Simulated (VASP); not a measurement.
Here is a VASP 6.6.1 calculation.

File INCAR:

```
SYSTEM = SnTe
  PREC = Accurate
  ENCUT = 500
  EDIFF = 1E-6
  ISMEAR = 0
  SIGMA = 0.01
  LREAL = .FALSE.
  LASPH = .TRUE.
  NELM = 120
  ALGO = Normal
  ISIF = 2
  LWAVE = .FALSE.
  LCHARG = .FALSE.
  GGA = PE
  NBANDS = 17
  GGA_COMPAT = .FALSE.
```

The input KPOINTS:

```
regular mesh
0
G
  10 10 10
  0 0 0
```

File POSCAR:

```
SnTe
1.0
    0.0000000000      3.2049117679      3.2049117679
    3.2049117679      0.0000000000      3.2049117679
    3.2049117679      3.2049117679      0.0000000000
Sn Te
1 1
Direct
    0.0000000000      0.0000000000      0.0000000000
    0.5000000000      0.5000000000      0.5000000000
```

Potentials or basis: VASP PAW PBE potentials, release 64 (Sn_d, Te).

Command:

```console
$ cat potpaw_PBE.64/Sn_d/POTCAR potpaw_PBE.64/Te/POTCAR > POTCAR
$ mpirun -np 1 vasp_std > vasp.out
```

Task: Predict the band gap on the k mesh.

Result: 0.05 eV.

Task: What does it give for the pressure?

Result: 0.0 GPa.

Caveat: semilocal functionals underestimate gaps, and a narrow one can read as zero; spin-orbit coupling is left out, which moves the levels of the heavy elements. A k mesh can miss the band edges.
